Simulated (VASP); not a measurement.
TlCl, 2 atoms in the cell. Symmetry: Pm-3m, No. 221, cubic system. Conventional cell: a = 3.918 Å, b = 3.918 Å, c = 3.918 Å, α = 90.00°, β = 90.00°, γ = 90.00°. Tl (site symmetry m-3m) has 8 Cl at 3.39 Å and 6 Tl at 3.92 Å within 4.5 Å. Cl (site symmetry m-3m) has 8 Tl at 3.39 Å and 6 Cl at 3.92 Å within 4.5 Å. 

| Property | Result |
| --- | --- |
| Program | VASP 6.6.1 |
| Task | relaxation of cell and atoms |
| Functional | r2SCAN |
| Dispersion | rVV10 |
| Potentials or basis | VASP PAW PBE potentials, release 64 (Tl_d, Cl) |
| Cutoff | 550 eV |
| k mesh | 6 × 6 × 6 |
| Occupations | fermi-dirac, width 0.02 eV |
| Spin | no spin polarisation |
| Dipole correction | no |
| Further INCAR settings | ALGO = Normal; EDIFF = 1e-07; IBRION = 2; EDIFFG = -0.005; NSW = 80; ISIF = 3 |

Potentials or basis: VASP PAW PBE potentials, release 64 (Tl_d, Cl).

The run is started by

```sh
$ cat potpaw_PBE.64/Tl_d/POTCAR potpaw_PBE.64/Cl/POTCAR > POTCAR
$ cp INCAR.step1 INCAR
$ mpirun -np 1 vasp_std > vasp.out
$ cp INCAR.step2 INCAR
$ mpirun -np 1 vasp_std > vasp.out
```

Hardware: 1 thread of Intel Xeon 8259CL, with other jobs on the host.

Question: How long does it take, and how much memory?

Answer: Wall time 9 min on 1 thread of Intel Xeon 8259CL, with other jobs on the host, peak memory 0.3 GiB. Counts: k points 20, ion steps 5.
